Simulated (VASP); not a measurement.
Here is a VASP 6.6.1 calculation.

The input INCAR:

```
ALGO = Normal
EDIFF = 1E-6
ENCUT = 520
GGA = PE
ISIF = 2
ISMEAR = -1
LASPH = True
LCHARG = False
LREAL = False
LWAVE = False
NBANDS = 11
NELM = 80
PREC = Accurate
SIGMA = 0.1
```

The input KPOINTS:

```
k-points
0
Gamma
  25 25 25
```

Contents of POSCAR:

```
Ni
1.0
    0.0000000000      1.7803709779      1.7803709779
    1.7803709779      0.0000000000      1.7803709779
    1.7803709779      1.7803709779      0.0000000000
Ni
1
Direct
    0.0000000000      0.0000000000      0.0000000000
```

Potentials or basis: VASP PAW PBE potentials, release 64 (Ni).

Launch:

```console
$ cat potpaw_PBE.64/Ni/POTCAR > POTCAR
$ mpirun -np 1 vasp_std > vasp.out
```

Problem. What does it give for the band gap on the k mesh?

Solution. Zero (band 5 reaches 8.83 eV, above the bottom of band 6 at 7.92 eV).

Problem. Predict the pressure.

Solution. -7.0 GPa.

Caveat: the run has no spin polarisation, though such a crystal can be magnetic. Spin polarisation is off, so any magnetic state and its effect on volume and gap are missing.
